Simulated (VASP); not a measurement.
# MgSnO2 (I4mm) in VASP: relaxation of cell and atoms with PBE

Aim: the relaxation of cell and atoms of MgSnO2 with PBE.

All numbers are computed with VASP 6.6.1; they aren't measurements. Logs are shortened: lines on timing, memory, paths and dates and some standing lists are left out, and cuts for length are marked.

### Step 1. The cell of the first run

The structure is tetragonal, space group I4mm (No. 107). Conventional cell: a = 3.874 Å, b = 3.874 Å, c = 9.397 Å, α = 90.00°, β = 90.00°, γ = 90.00°. Within 2.7 Å of Mg (site symmetry 4mm) lie 4 O at 2.03 Å. Within 2.9 Å of Sn (site symmetry 4mm) lie 4 O at 2.20 Å. Within 2.8 Å of O (site symmetry 2mm) lie 2 Mg at 2.03 Å and 2 Sn at 2.20 Å and 4 O at 2.74 Å.

### Step 2. Relaxation of cell and atoms, PBE

INCAR

```
ALGO     = Normal         # electronic algorithm
EDIFF    = 1E-6           # SCF threshold, eV
EDIFFG   = -0.01          # ionic threshold
ENCUT    = 600            # plane-wave cutoff, eV
GGA      = PE             # functional
IBRION   = 2              # ionic algorithm
ISIF     = 3              # what is computed and relaxed
ISMEAR   = 0              # smearing method
LASPH    = True           # aspherical terms in the spheres
LCHARG   = False          # write CHGCAR
LREAL    = False          # projectors in reciprocal space
LWAVE    = False          # write WAVECAR
NELM     = 80             # most SCF steps
NSW      = 100            # ionic steps
PREC     = Accurate       # precision mode
SIGMA    = 0.02           # smearing width, eV
```

KPOINTS

```
k-points
0
Gamma
  10 10 10
```

POSCAR

```
MgSnO2
1.0
   -1.9368771931      1.9368771931      4.6984789579
    1.9368771931     -1.9368771931      4.6984789579
    1.9368771931      1.9368771931     -4.6984789579
Mg Sn O
1 1 2
Direct
    0.5772117977      0.5772117977      0.0000000000
    0.8999979679      0.8999979679      0.0000000000
    0.0112184146      0.5112184146      0.5000000000
    0.5112184146      0.0112184146      0.5000000000
```

Potentials or basis: VASP PAW PBE potentials, release 64 (Mg, Sn_d, O).

On the command line:

```bash
$ cat potpaw_PBE.64/Mg/POTCAR potpaw_PBE.64/Sn_d/POTCAR potpaw_PBE.64/O/POTCAR > POTCAR
$ mpirun -np 1 vasp_std > vasp.out
```

OUTCAR:

```text
EDIFF = 1E-6
   EDIFFG = -0.01
   ENCUT = 600
   GGA = PE
   IBRION = 2
   ISIF = 3
   ISMEAR = 0
   LASPH = True
   LREAL = False
   NELM = 80
   NSW = 100
   PREC = Accurate

 ion  position               nearest neighbor table
   1  0.577  0.577  0.000-   3 2.03   4 2.03   4 2.03   3 2.03   2 3.03   2 3.21   2 3.21   2 3.21
                             2 3.21
   2  0.900  0.900  0.000-   4 2.20   3 2.20   3 2.20   4 2.20   1 3.03   1 3.21   1 3.21   1 3.21
                             1 3.21
   3  0.011  0.511  0.500-   1 2.03   1 2.03   2 2.20   2 2.20
   4  0.511  0.011  0.500-   1 2.03   1 2.03   2 2.20   2 2.20

  LATTYP: Found a body centered tetragonal cell.
 ALAT       =     3.8737543862
 C/A-ratio  =     2.4258011683

  Lattice vectors:

 A1 = (  -1.9368771931,   1.9368771931,   4.6984789579)
 A2 = (   1.9368771931,  -1.9368771931,   4.6984789579)
 A3 = (   1.9368771931,   1.9368771931,  -4.6984789579)

Analysis of symmetry for initial positions (statically):
=====================================================================
 Subroutine PRICEL returns:
 Original cell was already a primitive cell.

 Routine SETGRP: Setting up the symmetry group for a
 body centered tetragonal supercell.

 Subroutine GETGRP returns: Found  8 space group operations
 (whereof  8 operations were pure point group operations)
 out of a pool of 16 trial point group operations.

The static configuration has the point symmetry C_4v.

Analysis of symmetry for dynamics (positions and initial velocities):
=====================================================================
 Subroutine PRICEL returns:
 Original cell was already a primitive cell.

 Routine SETGRP: Setting up the symmetry group for a
 body centered tetragonal supercell.

 Subroutine GETGRP returns: Found  8 space group operations
 (whereof  8 operations were pure point group operations)
 out of a pool of 16 trial point group operations.

The dynamic configuration has the point symmetry C_4v.

 Subroutine INISYM returns: Found  8 space group operations
 (whereof  8 operations are pure point group operations),
 and found     1 'primitive' translations

----------------------------------------------------------------------------------------

                                     Primitive cell

  volume of cell :      70.5052

  direct lattice vectors                    reciprocal lattice vectors
    -1.936877193  1.936877193  4.698478958     0.000000000  0.258147497  0.106417418
     1.936877193 -1.936877193  4.698478958     0.258147497  0.000000000  0.106417418
     1.936877193  1.936877193 -4.698478958     0.258147497  0.258147497  0.000000000

  length of vectors
     5.438629519  5.438629519  5.438629519     0.279221771  0.279221771  0.365075692

  position of ions in fractional coordinates (direct lattice)
     0.577211798  0.577211798  0.000000000
     0.899997968  0.899997968  0.000000000
     0.011218415  0.511218415  0.500000000
     0.511218415  0.011218415  0.500000000

  ion indices of the primitive-cell ions
   primitive index   ion index
                 1           1
                 2           2
                 3           3
                 4           4

----------------------------------------------------------------------------------------

 KPOINTS: k-points

Automatic generation of k-mesh.
 Grid dimensions read from file:
 generate k-points for:   10   10   10

 Generating k-lattice:

  Cartesian coordinates                     Fractional coordinates (reciprocal lattice)
     0.000000000  0.025814750  0.010641742     0.100000000  0.000000000 -0.000000000
     0.025814750  0.000000000  0.010641742     0.000000000  0.100000000 -0.000000000
     0.025814750  0.025814750  0.000000000     0.000000000  0.000000000  0.100000000

  Length of vectors
     0.027922177  0.027922177  0.036507569

  Shift w.r.t. Gamma in fractional coordinates (k-lattice)
     0.000000000  0.000000000  0.000000000

 Subroutine IBZKPT returns following result:
 ===========================================

 Found    102 irreducible k-points:

 Following reciprocal coordinates:
            Coordinates               Weight
  0.000000  0.000000  0.000000      1.000000
  0.100000 -0.000000  0.000000      8.000000
  0.200000 -0.000000  0.000000      8.000000
  0.300000  0.000000  0.000000      8.000000
  0.400000  0.000000  0.000000      8.000000
  0.500000  0.000000  0.000000      4.000000
[... 16 lines left out ...]
  0.300000  0.300000  0.000000      8.000000
  0.400000  0.300000 -0.000000     16.000000
 [... further k-points ...]
   k-points           NKPTS =    102   k-points in BZ     NKDIM =    102   number of bands    NBANDS=     18
   number of dos      NEDOS =    301   number of ions     NIONS =      4
   total plane-waves  NPLWV = 110592
   dimension x,y,z NGX =    48 NGY =   48 NGZ =   48
   dimension x,y,z NGXF=    96 NGYF=   96 NGZF=   96
   ions per type =               1   1   2
   NGX,Y,Z   is equivalent  to a cutoff of  14.67, 14.67, 14.67 a.u.
   NGXF,Y,Z  is equivalent  to a cutoff of  29.34, 29.34, 29.34 a.u.
 SYSTEM =  unknown system
   PREC   = accura    normal or accurate (medium, high low for compatibility)
   ISTART =      0    job   : 0-new  1-cont  2-samecut
   ICHARG =      2    charge: 1-file 2-atom 10-const
   ISPIN  =      1    spin polarized calculation?
   LNONCOLLINEAR =      F non collinear calculations
   LSORBIT =      F    spin-orbit coupling
   LASPH  =      T    aspherical Exc in radial PAW
   ENCUT  =  600.0 eV  44.10 Ry    6.64 a.u.  10.86 10.86 10.86*2*pi/ulx,y,z
   NELM   =     80;   NELMIN=  2; NELMDL= -5     # of ELM steps
   EDIFF  = 0.1E-05   stopping-criterion for ELM
   LREAL  =      F    real-space projection
   EDIFFG = -.1E-01   stopping-criterion for IOM
   NSW    =    100    number of steps for IOM
   IBRION =      2    ionic relax: 0-MD 1-quasi-New 2-CG
   NFREE  =      1    steps in history (QN), initial steepest desc. (CG)
   ISIF   =      3    stress and relaxation
   ISYM   =      2    0-nonsym 1-usesym 2-fastsym
   POTIM  = 0.5000    time-step for ionic-motion
   TEBEG  =    0.0;   TEEND  =   0.0 temperature during run
   PSTRESS=    0.0 pullay stress
   NELECT =      28.0000    total number of electrons
   NUPDOWN=      -1.0000    fix difference up-down
   EMIN   =  10.00;   EMAX   =-10.00  energy-range for DOS
   EFERMI =   0.00;   METHOD = LEGACY
   ISMEAR =     0;   SIGMA  =   0.02  broadening in eV -4-tet -1-fermi 0-gaus
   EFERMI_NEDOS =   21; number of points for ismear=-14 and -15
   IALGO  =     38    algorithm
   IMIX   =      4    mixing-type and parameters
     AMIX     =   0.40;   BMIX     =  1.00
     AMIX_MAG =   1.60;   BMIX_MAG =  1.00
  volume/ion in A,a.u.               =      17.63       118.95
  Fermi-wavevector in a.u.,A,eV,Ry     =   1.203336  2.273976 19.701485  1.448018
  Thomas-Fermi vector in A             =   2.339093
   LORBIT       =      0    0 simple, 1 ext, 2 COOP (PROOUT), +10 PAW based schemes
   GGA     = PE    functional components
   LHFCALC =     F    Hartree Fock is set to
   AEXX    =    0.0000 exact exchange contribution
   IVDW    =     0    specifies the selected vdW correction
   LEPSILON=     F    determine dielectric tensor
   LRPA    =     F    only Hartree local field effects (RPA)
 conjugate gradient relaxation of ions
 non-spin polarized calculation
 Gauss-broadening in eV      SIGMA  =   0.02
  energy-cutoff  :      600.00
  volume of cell :       70.51
 maximum number of plane-waves:      2378
 NGX is ok and might be reduce to    48
   NGX = 21   NGY = 21   NGZ = 21

--------------------------------------- Ionic step        1  -------------------------------------------

 number of electron      28.0000001 magnetization

 Free energy of the ion-electron system (eV)
  ---------------------------------------------------
  ext. energy  EPLUGINS =         0.00000000
  ---------------------------------------------------
  free energy    TOTEN  =       -22.68969031 eV

  energy without entropy =      -22.68969031  energy(sigma->0) =      -22.68969031

------------------------ aborting loop because EDIFF is reached ----------------------------------------

  FORCE on cell =-STRESS in cart. coord.  units (eV):
  Direction    XX          YY          ZZ          XY          YZ          ZX
  --------------------------------------------------------------------------------------
  -------------------------------------------------------------------------------------
  Total       -0.0752027     -0.0752027     -0.1246889      0.0000000      0.0000000      0.0000000
  in kB       -1.7089226     -1.7089226     -2.8334599      0.0000000      0.0000000      0.0000000
  external PRESSURE =      -2.0837684 kB  Pullay stress =       0.0000000 kB
[... 175 lines left out ...]
  energy  without entropy=      -22.6900825596  energy(sigma->0) =      -22.69008256

--------------------------------------- Ionic step        6  -------------------------------------------

 number of electron      28.0000000 magnetization

 Free energy of the ion-electron system (eV)
  ---------------------------------------------------
  ext. energy  EPLUGINS =         0.00000000
  ---------------------------------------------------
  free energy    TOTEN  =       -22.69010388 eV

  energy without entropy =      -22.69010388  energy(sigma->0) =      -22.69010388

 E-fermi :   3.1446     XC(G=0):  -8.9320

 val. band max:        3.0126628389   @ k =  -0.4000   0.4000   0.4000
 cond. band min:       4.8167070409   @ k =   0.5000   0.5000   0.5000
 fundamental gap:      1.8040442020
 Fermi energy:         3.1446365100

 k-point     1 :       0.0000    0.0000    0.0000
  band No.  band energies     occupation
      1     -17.5336      2.00000
      2     -17.2363      2.00000
      3     -17.2300      2.00000
      4     -17.2300      2.00000
      5     -17.2060      2.00000
      6     -15.1256      2.00000
[... 10 lines left out ...]
     17       9.0000      0.00000
     18       9.6675      0.00000
[... 466 lines left out ...]
      2     -17.3790      2.00000
      3     -17.2351      2.00000
      4     -17.2313      2.00000
      5     -17.1815      2.00000
      6     -14.1386      2.00000
[... 10 lines left out ...]
     17       8.3870      0.00000
     18      10.3782      0.00000

 [... further k-points ...]

------------------------ aborting loop because EDIFF is reached ----------------------------------------

  FORCE on cell =-STRESS in cart. coord.  units (eV):
  Direction    XX          YY          ZZ          XY          YZ          ZX
  --------------------------------------------------------------------------------------
  -------------------------------------------------------------------------------------
  Total       -0.0042109     -0.0042109      0.0040442      0.0000000     -0.0000000      0.0000000
  in kB       -0.0959846     -0.0959846      0.0921845      0.0000000     -0.0000000      0.0000000
  external PRESSURE =      -0.0332616 kB  Pullay stress =       0.0000000 kB
[... 19 lines left out ...]
  FREE ENERGIE OF THE ION-ELECTRON SYSTEM (eV)
  ---------------------------------------------------
  free  energy   TOTEN  =       -22.6901038774 eV

  energy  without entropy=      -22.6901038774  energy(sigma->0) =      -22.69010388

 reached required accuracy - stopping structural energy minimisation
```

Run time: 12 min. Hardware: 1 thread of Intel Xeon Platinum 8488C (Sapphire Rapids), shared host; peak memory 0.45 GiB.

Results:

- Free energy: -22.6901 eV
- Relaxed volume: 17.57 Å³/atom
- Relaxed cell: a = 5.428 Å, b = 5.428 Å, c = 5.428 Å, α = 138.21°, β = 138.21°, γ = 60.59°
- Space group after relaxing (to 0.1 Å): I4mm (No. 107)
- Energy gained by relaxing: 0.1 meV/atom
- Ionic steps: 6
- Pressure after relaxing: 0.0 GPa
- Largest force after relaxing: 0.006 eV/Å
- Band gap on the k mesh: 1.80 eV (least direct gap 2.01 eV)

Forces in eV/Å, atoms in the order of the input:
```
Mg   0.000  0.000  0.004
Sn   0.000  0.000 -0.006
O    0.000  0.000  0.001
O    0.000  0.000  0.001
```

Step by step:
```csv
step,energy change (eV),largest force (eV/Å),pressure (GPa),volume (Å³)
1,0.0000,0.0688,-0.21,70.51
2,-0.0002,0.0440,0.14,70.27
3,-0.0003,0.0370,0.04,70.33
4,-0.0004,0.0193,-0.01,70.34
5,-0.0004,0.0139,-0.05,70.34
6,-0.0004,0.0063,0.00,70.29
```

Final structure:
```
CELL_PARAMETERS angstrom
-1.93620 1.93620 4.68727
1.93620 -1.93620 4.68727
1.93620 1.93620 -4.68727
ATOMIC_POSITIONS crystal
Mg 0.57770 0.57770 0.00000
Sn 0.90017 0.90017 0.00000
O 0.01089 0.51089 0.50000
O 0.51089 0.01089 0.50000
```

Levels at points of the mesh, in eV from the valence-band top:
```csv
k point,band 10,band 11,band 12,band 13,band 14,band 15,band 16,band 17,band 18
"(0.00, 0.00, 0.00)",-4.39,-2.26,-1.69,-1.49,-1.49,3.26,5.99,5.99,6.65
"(0.50, 0.00, 0.00)",-3.42,-3.17,-2.86,-2.76,-0.39,3.11,5.23,7.20,7.55
"(0.50, 0.50, 0.00)",-3.11,-2.78,-1.07,-1.04,-0.97,3.38,4.95,5.82,6.21
"(0.50, 0.50, 0.50)",-4.45,-1.60,-1.47,-1.47,-0.20,1.80,5.94,6.89,6.89
```

Caveat: spin-orbit coupling is left out, which moves the levels of the heavy elements. A k mesh can miss the band edges.
